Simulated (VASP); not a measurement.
Write the native input for VASP 6.6.1 that does the following.

- Task: single point
- Functional: r2SCAN
- Potentials or basis: VASP PAW PBE potentials, release 64 (Al, N)
- Cutoff: 520 eV
- k mesh: 10 × 10 × 10
- Occupations: gaussian, width 0.05 eV
- Spin: no spin polarisation
- Dipole correction: no
- Further INCAR settings: ALGO = Normal; EDIFF = 1e-06; NBANDS = 11

Crystal: AlN.

```xyz
2
Lattice="0.0000 2.2465 2.0668 2.2465 0.0000 2.0668 2.2465 2.2465 0.0000" Properties=species:S:1:pos:R:3 pbc="T T T"
Al    0.0000    0.0000    0.0000
N     3.3697    3.3697    3.1001
```

This cell differs from its parent crystal: ratio of the length along z to the lengths across it x 0.92, volume and fractional coordinates fixed.

One way to write it, as run:

POSCAR

```
AlN
1.0
    0.0000000000      2.2464792616      2.0667609207
    2.2464792616      0.0000000000      2.0667609207
    2.2464792616      2.2464792616      0.0000000000
Al N
1 1
Direct
    0.0000000000      0.0000000000      0.0000000000
    0.7500000000      0.7500000000      0.7500000000
```

INCAR.step1

```
SYSTEM = AlN
PREC = Accurate ; ENCUT = 520
ISMEAR = 0 ; SIGMA = 0.05
LREAL = .False. ; LASPH = .True.
NELM = 80 ; NBANDS = 11
GGA = PE ; ALGO = Normal
EDIFF = 1E-4 ; LWAVE = .True.
LCHARG = .False.
```

INCAR.step2

```
SYSTEM = AlN
PREC = Accurate ; ENCUT = 520
EDIFF = 1E-6 ; ISMEAR = 0
SIGMA = 0.05 ; LREAL = .False.
LASPH = .True. ; NELM = 80
ALGO = Normal ; ISIF = 2
LWAVE = .False. ; LCHARG = .False.
METAGGA = R2SCAN ; LMIXTAU = .True.
NBANDS = 11 ; ISTART = 1
```

KPOINTS

```
Automatic mesh
0
Gamma
  10 10 10
  0 0 0
```

Potentials or basis: VASP PAW PBE potentials, release 64 (Al, N).

Command:

```sh
$ cat potpaw_PBE.64/Al/POTCAR potpaw_PBE.64/N/POTCAR > POTCAR
$ cp INCAR.step1 INCAR
$ mpirun -np 1 vasp_std > vasp.out
$ cp INCAR.step2 INCAR
$ mpirun -np 1 vasp_std > vasp.out
```

Results of the run:

| Quantity | Value |
| --- | --- |
| Pressure | -1.0 GPa |
| Band gap on the k mesh | 3.53 eV (least direct gap 4.64 eV) |

Caveat: the PAW data sets were made with another functional, which shifts forces and pressure a little.

It took 34 s on 1 thread of Intel(R) Xeon(R) Platinum 8559C (Emerald Rapids), with other jobs on the host, peak memory 0.15 GiB.
